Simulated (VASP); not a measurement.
# TaS2 (P-3m1) in VASP: single point with PBE

Aim: the single point of TaS2 with PBE.

Program: VASP 6.6.1. These are calculated values, not measurements. Logs are shortened: lines on timing, memory, paths and dates and some standing lists are left out, and cuts for length are marked.

### Step 1. The cell of the first run

It takes space group P-3m1 (No. 164, trigonal). Conventional cell: a = 3.350 Å, b = 3.350 Å, c = 6.036 Å, α = 90.00°, β = 90.00°, γ = 120.00°. Ta (site symmetry -3m) has 6 S at 2.45 Å within 3.2 Å. Within 3.2 Å of S (site symmetry 3m) lie 3 Ta at 2.45 Å.

### Step 2. Single point, PBE (zz strain of +3 %)

INCAR reads:

```
SYSTEM = TaS2
PREC = Accurate
ENCUT = 500
EDIFF = 1E-6
ISMEAR = -1
SIGMA = 0.03
LREAL = .FALSE.
LASPH = .TRUE.
NELM = 120
ALGO = Normal
ISIF = 2
LWAVE = .FALSE.
LCHARG = .TRUE.
GGA = PE
LELF = .TRUE.
LVHAR = .TRUE.
NBANDS = 18
GGA_COMPAT = .FALSE.
```

KPOINTS reads:

```
Automatic mesh
0
G
  9 9 5
  0 0 0
```

POSCAR reads:

```
TaS2
1.0
    3.3500021206      0.0000000000      0.0000000000
   -1.6750010603      2.9011869392      0.0000000000
    0.0000000000      0.0000000000      6.0358000000
Ta S
1 2
Direct
    0.0000000000      0.0000000000      0.0000000000
    0.3333333333      0.6666666667      0.2500000000
    0.6666666667      0.3333333333      0.7500000000
```

Potentials or basis: VASP PAW PBE potentials, release 64 (Ta_pv, S).

Run with:

```
$ cat potpaw_PBE.64/Ta_pv/POTCAR potpaw_PBE.64/S/POTCAR > POTCAR
$ mpirun -np 1 vasp_std > vasp.out
```

OUTCAR:

```text
SYSTEM = TaS2
   PREC = Accurate
   ENCUT = 500
   EDIFF = 1E-6
   ISMEAR = -1
   LREAL = .FALSE.
   LASPH = .TRUE.
   NELM = 120
   ISIF = 2
   GGA = PE

 ion  position               nearest neighbor table
   1  0.000  0.000  0.000-   2 2.45   3 2.45   3 2.45   2 2.45   3 2.45   2 2.45
   2  0.333  0.667  0.250-   1 2.45   1 2.45   1 2.45
   3  0.667  0.333  0.750-   1 2.45   1 2.45   1 2.45

  LATTYP: Found a hexagonal cell.
 ALAT       =     3.3500021206
 C/A-ratio  =     1.8017302028

  Lattice vectors:

 A1 = (   3.3500021206,   0.0000000000,   0.0000000000)
 A2 = (  -1.6750010603,   2.9011869392,   0.0000000000)
 A3 = (   0.0000000000,   0.0000000000,   6.0358000000)

Analysis of symmetry for initial positions (statically):
=====================================================================
 Subroutine PRICEL returns:
 Original cell was already a primitive cell.

 Routine SETGRP: Setting up the symmetry group for a
 hexagonal supercell.

 Subroutine GETGRP returns: Found 12 space group operations
 (whereof 12 operations were pure point group operations)
 out of a pool of 24 trial point group operations.

The static configuration has the point symmetry D_3d.

Analysis of symmetry for dynamics (positions and initial velocities):
=====================================================================
 Subroutine PRICEL returns:
 Original cell was already a primitive cell.

 Routine SETGRP: Setting up the symmetry group for a
 hexagonal supercell.

 Subroutine GETGRP returns: Found 12 space group operations
 (whereof 12 operations were pure point group operations)
 out of a pool of 24 trial point group operations.

The dynamic configuration has the point symmetry D_3d.

 Subroutine INISYM returns: Found 12 space group operations
 (whereof 12 operations are pure point group operations),
 and found     1 'primitive' translations

----------------------------------------------------------------------------------------

                                     Primitive cell

  volume of cell :      58.6618

  direct lattice vectors                    reciprocal lattice vectors
     3.350002121  0.000000000  0.000000000     0.298507274  0.172343255  0.000000000
    -1.675001060  2.901186939  0.000000000     0.000000000  0.344686510  0.000000000
     0.000000000  0.000000000  6.035800000     0.000000000  0.000000000  0.165678121

  length of vectors
     3.350002121  3.350002121  6.035800000     0.344686510  0.344686510  0.165678121

  position of ions in fractional coordinates (direct lattice)
     0.000000000  0.000000000  0.000000000
     0.333333333  0.666666667  0.250000000
     0.666666667  0.333333333  0.750000000

  ion indices of the primitive-cell ions
   primitive index   ion index
                 1           1
                 2           2
                 3           3

----------------------------------------------------------------------------------------

 KPOINTS: Automatic mesh

Automatic generation of k-mesh.
 Grid dimensions read from file:
 generate k-points for:    9    9    5

 Generating k-lattice:

  Cartesian coordinates                     Fractional coordinates (reciprocal lattice)
     0.033167475  0.019149251  0.000000000     0.111111111  0.000000000  0.000000000
     0.000000000  0.038298501  0.000000000     0.000000000  0.111111111  0.000000000
     0.000000000  0.000000000  0.033135624     0.000000000  0.000000000  0.200000000

  Length of vectors
     0.038298501  0.038298501  0.033135624

  Shift w.r.t. Gamma in fractional coordinates (k-lattice)
     0.000000000  0.000000000  0.000000000

 Subroutine IBZKPT returns following result:
 ===========================================

 Found     50 irreducible k-points:

 Following reciprocal coordinates:
            Coordinates               Weight
  0.000000  0.000000  0.000000      1.000000
  0.111111 -0.000000  0.000000      6.000000
  0.222222 -0.000000  0.000000      6.000000
  0.333333 -0.000000  0.000000      6.000000
  0.444444 -0.000000  0.000000      6.000000
  0.111111  0.111111  0.000000      6.000000
[... 16 lines left out ...]
  0.222222  0.111111  0.200000     12.000000
 -0.111111  0.333333  0.200000     12.000000
 [... further k-points ...]
   k-points           NKPTS =     50   k-points in BZ     NKDIM =     50   number of bands    NBANDS=     18
   number of dos      NEDOS =    301   number of ions     NIONS =      3
   total plane-waves  NPLWV =  27648
   dimension x,y,z NGX =    24 NGY =   24 NGZ =   48
   dimension x,y,z NGXF=    48 NGYF=   48 NGZF=   96
   ions per type =               1   2
   NGX,Y,Z   is equivalent  to a cutoff of  11.91, 11.91, 13.22 a.u.
   NGXF,Y,Z  is equivalent  to a cutoff of  23.82, 23.82, 26.44 a.u.
 SYSTEM =  TaS2
   PREC   = accura    normal or accurate (medium, high low for compatibility)
   ISTART =      0    job   : 0-new  1-cont  2-samecut
   ICHARG =      2    charge: 1-file 2-atom 10-const
   ISPIN  =      1    spin polarized calculation?
   LNONCOLLINEAR =      F non collinear calculations
   LSORBIT =      F    spin-orbit coupling
   LASPH  =      T    aspherical Exc in radial PAW
   ENCUT  =  500.0 eV  36.75 Ry    6.06 a.u.   6.11  6.11 11.00*2*pi/ulx,y,z
   NELM   =    120;   NELMIN=  2; NELMDL= -5     # of ELM steps
   EDIFF  = 0.1E-05   stopping-criterion for ELM
   LREAL  =      F    real-space projection
   EDIFFG = 0.1E-04   stopping-criterion for IOM
   NSW    =      0    number of steps for IOM
   IBRION =     -1    ionic relax: 0-MD 1-quasi-New 2-CG
   NFREE  =      0    steps in history (QN), initial steepest desc. (CG)
   ISIF   =      2    stress and relaxation
   ISYM   =      2    0-nonsym 1-usesym 2-fastsym
   POTIM  = 0.5000    time-step for ionic-motion
   TEBEG  =    0.0;   TEEND  =   0.0 temperature during run
   PSTRESS=    0.0 pullay stress
   NELECT =      23.0000    total number of electrons
   NUPDOWN=      -1.0000    fix difference up-down
   EMIN   =  10.00;   EMAX   =-10.00  energy-range for DOS
   EFERMI =   0.00;   METHOD = LEGACY
   ISMEAR =    -1;   SIGMA  =   0.03  broadening in eV -4-tet -1-fermi 0-gaus
   EFERMI_NEDOS =   21; number of points for ismear=-14 and -15
   IALGO  =     38    algorithm
   IMIX   =      4    mixing-type and parameters
     AMIX     =   0.40;   BMIX     =  1.00
     AMIX_MAG =   1.60;   BMIX_MAG =  1.00
  volume/ion in A,a.u.               =      19.55       131.96
  Fermi-wavevector in a.u.,A,eV,Ry     =   1.198208  2.264285 19.533919  1.435703
  Thomas-Fermi vector in A             =   2.334103
   LORBIT       =      0    0 simple, 1 ext, 2 COOP (PROOUT), +10 PAW based schemes
   GGA     = PE    functional components
   LHFCALC =     F    Hartree Fock is set to
   AEXX    =    0.0000 exact exchange contribution
   IVDW    =     0    specifies the selected vdW correction
   LEPSILON=     F    determine dielectric tensor
   LRPA    =     F    only Hartree local field effects (RPA)
 non-spin polarized calculation
  energy-cutoff  :      500.00
  volume of cell :       58.66
 maximum number of plane-waves:      1512
   NGX = 13   NGY = 13   NGZ = 23

 number of electron      22.9999997 magnetization

 Free energy of the ion-electron system (eV)
  ---------------------------------------------------
  ext. energy  EPLUGINS =         0.00000000
  ---------------------------------------------------
  free energy    TOTEN  =       -23.11436424 eV

  energy without entropy =      -23.10922477  energy(sigma->0) =      -23.11179451

 E-fermi :   5.3252     XC(G=0): -10.3664

 val. band max:        5.3207044519   @ k =   0.2222   0.1111   0.0000
 cond. band min:       5.3305033484   @ k =   0.3333   0.1111   0.2000
 fundamental gap:      0.0097988966
 Fermi energy:         5.3251999538

 k-point     1 :       0.0000    0.0000    0.0000
  band No.  band energies     occupation
      1     -29.9469      2.00000
      2     -29.9266      2.00000
      3     -29.9266      2.00000
      4      -9.6102      2.00000
      5      -7.7320      2.00000
      6      -1.4987      2.00000
[... 10 lines left out ...]
     17      10.7045      0.00000
     18      10.7066      0.00000

 k-point     2 :       0.1111   -0.0000    0.0000
  band No.  band energies     occupation
      1     -29.9614      2.00000
      2     -29.9402      2.00000
      3     -29.9345      2.00000
      4      -9.4233      2.00000
      5      -7.7273      2.00000
      6      -1.2695      2.00000
[... 10 lines left out ...]
     17      11.4211      0.00000
     18      11.6856      0.00000

 k-point     3 :       0.2222   -0.0000    0.0000
  band No.  band energies     occupation
      1     -30.0485      2.00000
      2     -29.9546      2.00000
      3     -29.9234      2.00000
      4      -8.9168      2.00000
      5      -7.7114      2.00000
      6      -0.6610      2.00000
[... 10 lines left out ...]
     17      12.4910      0.00000
     18      12.6957      0.00000

 k-point     4 :       0.3333   -0.0000    0.0000
  band No.  band energies     occupation
      1     -30.1456      2.00000
      2     -29.9773      2.00000
      3     -29.9042      2.00000
      4      -8.2925      2.00000
      5      -7.6424      2.00000
      6      -0.4810      2.00000
[... 375 lines left out ...]
      4      -9.0096      2.00000
      5      -7.8213      2.00000
      6      -0.6272      2.00000
[... 10 lines left out ...]
     17      12.5515      0.00000
     18      12.8920      0.00000

 k-point    23 :       0.2222    0.1111    0.2000
  band No.  band energies     occupation
      1     -30.1039      2.00000
      2     -29.9805      2.00000
      3     -29.9104      2.00000
      4      -8.4090      2.00000
      5      -7.7922      2.00000
      6       0.0141      2.00000
[... 10 lines left out ...]
     17      12.9078      0.00000
     18      13.0586      0.00000

 k-point    24 :      -0.1111    0.3333    0.2000
  band No.  band energies     occupation
      1     -30.1039      2.00000
      2     -29.9805      2.00000
      3     -29.9104      2.00000
      4      -8.4575      2.00000
      5      -7.7244      2.00000
      6      -0.3627      2.00000
[... 10 lines left out ...]
     17      11.9424      0.00000
     18      12.8472      0.00000

 [... further k-points ...]

------------------------ aborting loop because EDIFF is reached ----------------------------------------

  FORCE on cell =-STRESS in cart. coord.  units (eV):
  Direction    XX          YY          ZZ          XY          YZ          ZX
  --------------------------------------------------------------------------------------
  -------------------------------------------------------------------------------------
  Total        1.4624793      1.4624793      2.1785017      0.0000000     -0.0000000      0.0000000
  in kB       39.9433667     39.9433667     59.4994353      0.0000000     -0.0000000      0.0000000
  external PRESSURE =      46.4620562 kB  Pullay stress =       0.0000000 kB

 VOLUME and BASIS-vectors are now :
 -----------------------------------------------------------------------------
  energy-cutoff  :      500.00
  volume of cell :       58.66
      direct lattice vectors                 reciprocal lattice vectors
     3.350002121  0.000000000  0.000000000     0.298507274  0.172343255  0.000000000
    -1.675001060  2.901186939  0.000000000     0.000000000  0.344686510  0.000000000
     0.000000000  0.000000000  6.035800000     0.000000000  0.000000000  0.165678121

 POSITION                                       TOTAL-FORCE (eV/Angst)
 -----------------------------------------------------------------------------------
      0.00000      0.00000      0.00000        -0.000000      0.000000      0.000000
     -0.00000      1.93412      1.50895         0.000000      0.000000      0.539484
      1.67500      0.96706      4.52685         0.000000      0.000000     -0.539484
 -----------------------------------------------------------------------------------
    total drift:                               -0.000000      0.000000      0.000000

  FREE ENERGIE OF THE ION-ELECTRON SYSTEM (eV)
  ---------------------------------------------------
  free  energy   TOTEN  =       -23.1143642416 eV

  energy  without entropy=      -23.1092247712  energy(sigma->0) =      -23.11179451
```

Run time: 21 s. Hardware: 1 thread of AMD EPYC 9R45 (Zen 5), shared host; peak memory 0.17 GiB.

Results:

```yaml
Free_energy: -23.1144 eV
Pressure: 4.6 GPa
Largest_force: 0.539 eV/Å
Band_gap_on_the_k_mesh: zero (an odd number of electrons rules out a gap without spin polarisation)
```

Forces in eV/Å, atoms in the order of the input:
```
Ta   0.000  0.000  0.000
S    0.000  0.000  0.539
S    0.000  0.000 -0.539
```

Stress tensor (GPa, compression positive):
```
3.99 0.00 0.00
0.00 3.99 0.00
0.00 0.00 5.95
```

Levels at points of the mesh, in eV from the Fermi level:
| k point | band 9 | band 10 | band 11 | band 12 | band 13 | band 14 |
| --- | --- | --- | --- | --- | --- | --- |
| (0.00, 0.00, 0.00) | -1.46 | -0.69 | -0.69 | 0.14 | 0.14 | 0.15 |

Caveat: the cell differs from its parent crystal (zz strain of +3 %); the cell stands under pressure; spin-orbit coupling is left out, which moves the levels of the heavy elements; this functional lacks dispersion, which binds layers or chains, so the pressure and a relaxed spacing across them are unreliable.
